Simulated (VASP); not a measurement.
Here is a VASP 6.6.1 calculation.

The input INCAR:

```
SYSTEM = PrYSe3
PREC = Accurate ; ENCUT = 500
EDIFF = 1E-6 ; ISMEAR = 0
SIGMA = 0.1 ; LREAL = .FALSE.
LASPH = .TRUE. ; NELM = 200
ALGO = Normal ; ISIF = 2
LWAVE = .FALSE. ; LCHARG = .TRUE.
GGA = PE ; LELF = .TRUE.
LVHAR = .TRUE. ; NBANDS = 28
GGA_COMPAT = .FALSE. ; LMAXMIX = 6
```

File KPOINTS:

```
regular mesh
0
G
  4 4 2
  0 0 0
```

POSCAR

```
PrYSe3
1.0
    4.5838217658      0.0000000000      0.0000000000
    2.2181925601      4.0594587443      0.0000000000
    0.0663930301      2.2609385861      8.8442560308
Pr Y Se
1 1 3
Direct
    0.1983551044      0.3697413934      0.6080090684
    0.6922599803      0.3933612242      0.0996861516
    0.3413644599      0.1140107706      0.9417292849
    0.0933926687      0.6089682428      0.2486523490
    0.8449025468      0.0713644491      0.5359226061
```

Potentials or basis: VASP PAW PBE potentials, release 64 (Pr_3, Y_sv, Se), 4f in core.

Run with:

```sh
$ cat potpaw_PBE.64/Pr_3/POTCAR potpaw_PBE.64/Y_sv/POTCAR potpaw_PBE.64/Se/POTCAR > POTCAR
$ mpirun -np 1 vasp_std > vasp.out
```

Problem. Estimate the band gap on the k mesh.

Solution. 1.56 eV (least direct gap 2.07 eV).

Problem. Estimate the pressure.

Solution. 0.0 GPa.

Stress tensor (GPa, compression positive):
```
 0.61  0.09 -0.26
 0.09  0.33  0.46
-0.26  0.46 -0.80
```

Caveat: spin-orbit coupling is left out, which moves the levels of the heavy elements; the 4f electrons are frozen in the core, so they carry no moment and show no levels. A k mesh can miss the band edges.
